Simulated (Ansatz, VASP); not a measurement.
**CuAu3: VASP beside Ansatz**

```
Cu Au
1.0
     3.98000    0.00000    0.00000
     0.00000    3.98000    0.00000
     0.00000    0.00000    4.05960
Cu Au
1 3
Direct
  0.00000 0.00000 0.00000
  0.00000 0.50000 0.50000
  0.50000 0.00000 0.50000
  0.50000 0.50000 0.00000
```

Change from the starting cell: zz strain of +2 %.

Alike in both runs: task single point; functional LDA; k mesh 9 × 9 × 9; occupations fermi-dirac, width 0.05 eV; no spin polarisation.

|  | VASP | Ansatz |
| --- | --- | --- |
| version | VASP 6.6.1 | Ansatz 0.2.0 |
| potentials or method | VASP PAW LDA potentials, release 64 (Cu, Au), cutoff 520 eV | all-electron LAPW, scalar-relativistic |

VASP gave:

- pressure (GPa): -8.2
- traceless stress, the component that is largest in VASP (GPa): -0.48

**Question.** Estimate Ansatz's values.

**Answer.** Pressure (GPa): -8.6; traceless stress, the component that is largest in VASP (GPa): -0.45.

LDA's correlation is that of Perdew and Zunger in VASP and of Perdew and Wang (1992) in Ansatz. Ansatz ran all-electron here, and VASP with PAW potentials.

Spin-orbit coupling is off throughout.
